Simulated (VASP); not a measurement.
# CdS (P6_3mc) in VASP: notebook, part 2 of 2

VASP 6.6.1. Earlier steps stand in the parts before.

**5. Relaxation of shape and atoms at fixed volume, r2SCAN (volume scaled by 1.06)**

File POSCAR:

```
CdS
1.0
    4.2458553090      0.0000000000      0.0000000000
   -2.1229276545      3.6770185584      0.0000000000
    0.0000000000      0.0000000000      6.8980445586
Cd S
2 2
Direct
    0.3333333333      0.6666666667     -0.0009748770
    0.6666666667      0.3333333333      0.4990251230
    0.3333333333      0.6666666667      0.3759748770
    0.6666666667      0.3333333333      0.8759748770
```

File INCAR.step1:

```
SYSTEM = CdS
PREC = Accurate
ENCUT = 600
ISMEAR = 0
SIGMA = 0.02
LREAL = .FALSE.
LASPH = .TRUE.
NELM = 60
GGA = PE
ALGO = Normal
EDIFF = 1E-4
LWAVE = .TRUE.
LCHARG = .FALSE.
```

File INCAR.step2:

```
SYSTEM = CdS
PREC = Accurate
ENCUT = 600
EDIFF = 1E-6
ISMEAR = 0
SIGMA = 0.02
LREAL = .FALSE.
LASPH = .TRUE.
NELM = 60
ALGO = Normal
ISIF = 4
LWAVE = .FALSE.
LCHARG = .FALSE.
METAGGA = R2SCAN
LMIXTAU = .TRUE.
IBRION = 2
NSW = 50
EDIFFG = -0.01
ISTART = 1
```

File KPOINTS:

```
regular mesh
0
G
  6 6 4
  0 0 0
```

Potentials or basis: VASP PAW PBE potentials, release 64 (Cd, S).

Run with:

```console
> cat potpaw_PBE.64/Cd/POTCAR potpaw_PBE.64/S/POTCAR > POTCAR
> cp INCAR.step1 INCAR
> mpirun -np 1 vasp_std > vasp.out
> cp INCAR.step2 INCAR
> mpirun -np 1 vasp_std > vasp.out
```

OUTCAR:

```text
SYSTEM = CdS
   PREC = Accurate
   ENCUT = 600
   EDIFF = 1E-6
   ISMEAR = 0
   LREAL = .FALSE.
   LASPH = .TRUE.
   NELM = 60
   ISIF = 4
   METAGGA = R2SCAN
   IBRION = 2
   NSW = 50
   EDIFFG = -0.01
   ISTART = 1

 ion  position               nearest neighbor table
   1  0.333  0.667  0.999-   4 2.59   4 2.59   4 2.59   3 2.60
   2  0.667  0.333  0.499-   3 2.59   3 2.59   3 2.59   4 2.60
   3  0.333  0.667  0.376-   2 2.59   2 2.59   2 2.59   1 2.60
   4  0.667  0.333  0.876-   1 2.59   1 2.59   1 2.59   2 2.60

  LATTYP: Found a hexagonal cell.
 ALAT       =     4.2458553090
 C/A-ratio  =     1.6246537050

  Lattice vectors:

 A1 = (   4.2458553090,   0.0000000000,   0.0000000000)
 A2 = (  -2.1229276545,   3.6770185584,   0.0000000000)
 A3 = (   0.0000000000,   0.0000000000,   6.8980445586)

Analysis of symmetry for initial positions (statically):
=====================================================================
 Subroutine PRICEL returns:
 Original cell was already a primitive cell.

 Routine SETGRP: Setting up the symmetry group for a
 hexagonal supercell.

 Subroutine GETGRP returns: Found 12 space group operations
 (whereof  6 operations were pure point group operations)
 out of a pool of 24 trial point group operations.

The static configuration has the point symmetry C_3v.
 The point group associated with its full space group is C_6v.

Analysis of symmetry for dynamics (positions and initial velocities):
=====================================================================
 Subroutine PRICEL returns:
 Original cell was already a primitive cell.

 Routine SETGRP: Setting up the symmetry group for a
 hexagonal supercell.

 Subroutine GETGRP returns: Found 12 space group operations
 (whereof  6 operations were pure point group operations)
 out of a pool of 24 trial point group operations.

[... 120 lines left out ...]
     AMIX     =   0.40;   BMIX     =  1.00
     AMIX_MAG =   1.60;   BMIX_MAG =  1.00
  volume/ion in A,a.u.               =      26.92       181.69
  Fermi-wavevector in a.u.,A,eV,Ry     =   1.136179  2.147067 17.563790  1.290902
  Thomas-Fermi vector in A             =   2.272884
   LORBIT       =      0    0 simple, 1 ext, 2 COOP (PROOUT), +10 PAW based schemes
   METAGGA = R2SCAN    functional components
   LHFCALC =     F    Hartree Fock is set to
   AEXX    =    0.0000 exact exchange contribution
   IVDW    =     0    specifies the selected vdW correction
   LEPSILON=     F    determine dielectric tensor
   LRPA    =     F    only Hartree local field effects (RPA)
 conjugate gradient relaxation of ions
 non-spin polarized calculation
 Gauss-broadening in eV      SIGMA  =   0.02
  energy-cutoff  :      600.00
  volume of cell :      107.69
 maximum number of plane-waves:      3652
 NGX is ok and might be reduce to    36
   NGX = 17   NGY = 17   NGZ = 27

 number of electron      36.0000007 magnetization

 Free energy of the ion-electron system (eV)
  ---------------------------------------------------
  ext. energy  EPLUGINS =         0.00000000
  ---------------------------------------------------
  free energy    TOTEN  =       -59.33048260 eV

  energy without entropy =      -59.33048260  energy(sigma->0) =      -59.33048260

 E-fermi :   0.4751     XC(G=0):  -9.3273

 val. band max:        0.3805780793   @ k =   0.0000   0.0000   0.0000
 cond. band min:       1.8596862936   @ k =   0.0000   0.0000   0.0000
 fundamental gap:      1.4791082143
 Fermi energy:         0.4750730473

 k-point     1 :       0.0000    0.0000    0.0000
  band No.  band energies     occupation
      1     -12.0128      2.00000
      2     -11.6505      2.00000
      3      -7.3119      2.00000
      4      -7.3075      2.00000
      5      -7.3075      2.00000
      6      -7.2342      2.00000
[... 514 lines left out ...]
     21       6.7844      0.00000
     22       6.7844      0.00000

------------------------ aborting loop because EDIFF is reached ----------------------------------------

  FORCE on cell =-STRESS in cart. coord.  units (eV):
  Direction    XX          YY          ZZ          XY          YZ          ZX
  --------------------------------------------------------------------------------------
  -------------------------------------------------------------------------------------
  Total       -1.9398260     -1.9398260     -1.9332918      0.0000000      0.0000000      0.0000000
  in kB      -28.8593376    -28.8593376    -28.7621260      0.0000000      0.0000000      0.0000000
  external PRESSURE =     -28.8269338 kB  Pullay stress =       0.0000000 kB

 VOLUME and BASIS-vectors are now :
 -----------------------------------------------------------------------------
  energy-cutoff  :      600.00
  volume of cell :      107.69
      direct lattice vectors                 reciprocal lattice vectors
     4.245855309  0.000000000  0.000000000     0.235523806  0.135979733  0.000000000
    -2.122927655  3.677018558  0.000000000     0.000000000  0.271959465  0.000000000
     0.000000000  0.000000000  6.898044559     0.000000000  0.000000000  0.144968620

 POSITION                                       TOTAL-FORCE (eV/Angst)
 -----------------------------------------------------------------------------------
     -0.00000      2.45135      6.89132         0.000000      0.000000     -0.001734
      2.12293      1.22567      3.44230         0.000000     -0.000000     -0.001734
     -0.00000      2.45135      2.59349        -0.000000     -0.000000      0.001734
      2.12293      1.22567      6.04251         0.000000      0.000000      0.001734
 -----------------------------------------------------------------------------------
    total drift:                               -0.000000      0.000000     -0.003577

  FREE ENERGIE OF THE ION-ELECTRON SYSTEM (eV)
  ---------------------------------------------------
  free  energy   TOTEN  =       -59.3304826034 eV

  energy  without entropy=      -59.3304826034  energy(sigma->0) =      -59.33048260

 reached required accuracy - stopping structural energy minimisation
```

OSZICAR.step1:

```text
N       E                     dE             d eps       ncg     rms          rms(c)
DAV:   1     0.267876525638E+03    0.26788E+03   -0.19128E+04   924   0.167E+03
DAV:   2     0.309002223914E+01   -0.26479E+03   -0.25807E+03  1002   0.373E+02
DAV:   3    -0.131985865952E+02   -0.16289E+02   -0.16197E+02  1122   0.896E+01
DAV:   4    -0.134025162685E+02   -0.20393E+00   -0.20383E+00  1050   0.100E+01
DAV:   5    -0.134057565936E+02   -0.32403E-02   -0.32402E-02  1140   0.125E+00    0.964E+00
DAV:   6    -0.123026235628E+02    0.11031E+01   -0.27031E+00  1182   0.161E+01    0.785E+00
DAV:   7    -0.122869635216E+02    0.15660E-01   -0.71593E-01  1080   0.494E+00    0.395E+00
DAV:   8    -0.122867459880E+02    0.21753E-03   -0.93002E-02  1094   0.324E+00    0.446E-01
DAV:   9    -0.122842540133E+02    0.24920E-02   -0.20538E-02  1182   0.172E+00    0.129E-01
DAV:  10    -0.122846228343E+02   -0.36882E-03   -0.15476E-03  1002   0.367E-01    0.114E-01
DAV:  11    -0.122847631640E+02   -0.14033E-03   -0.23067E-04   932   0.108E-01    0.796E-02
DAV:  12    -0.122847855730E+02   -0.22409E-04   -0.15107E-04   700   0.863E-02
   1 F= -.12284786E+02 E0= -.12284786E+02  d E =-.272898E-11
```

Run time: 6.7 min. Hardware: 1 thread of Oxide Virtual Turin-like, shared host; peak memory 0.27 GiB.

What came out:

- Free energy: -59.3305 eV
- Pressure after relaxing: -2.9 GPa
- Band gap on the k mesh: 1.48 eV, direct

Final structure:
```
CELL_PARAMETERS angstrom
4.24586 0.00000 0.00000
-2.12293 3.67702 0.00000
0.00000 0.00000 6.89804
ATOMIC_POSITIONS crystal
Cd 0.33333 0.66667 0.99903
Cd 0.66667 0.33333 0.49903
S 0.33333 0.66667 0.37597
S 0.66667 0.33333 0.87597
```

Caveat: the relaxation stopped at its first step, so nothing moved; the PAW data sets were made with another functional, which shifts forces and pressure a little.

**6. Summary**

```csv
task,cell,gap on the mesh (eV),pressure (GPa)
relaxation of shape and atoms at fixed volume,"relaxed from a = 4.122, b = 4.122, c = 6.697 Å, angles 90.0, 90.0, 120.0°, 4 atoms",1.70,2.3
relaxation of cell and atoms,"relaxed from a = 4.150, b = 4.150, c = 6.737 Å, angles 90.0, 90.0, 120.0°, 4 atoms",1.62,0.0
relaxation of shape and atoms at fixed volume,"relaxed from a = 4.205, b = 4.205, c = 6.832 Å, angles 90.0, 90.0, 120.0°, 4 atoms",1.55,-1.4
relaxation of shape and atoms at fixed volume,"relaxed from a = 4.246, b = 4.246, c = 6.898 Å, angles 90.0, 90.0, 120.0°, 4 atoms",1.48,-2.9
```

Alike in all rows: level r2SCAN; potentials or basis VASP PAW PBE potentials, release 64 (Cd, S); no spin polarisation; k mesh 6 × 6 × 4; cutoff (eV) 600; smearing gaussian 0.02 eV.

Caveats: the PAW data sets were made with another functional, which shifts forces and pressure a little; the relaxation stopped at its first step, so nothing moved (some runs).

Absolute energies hang on the potentials; compare differences alone.
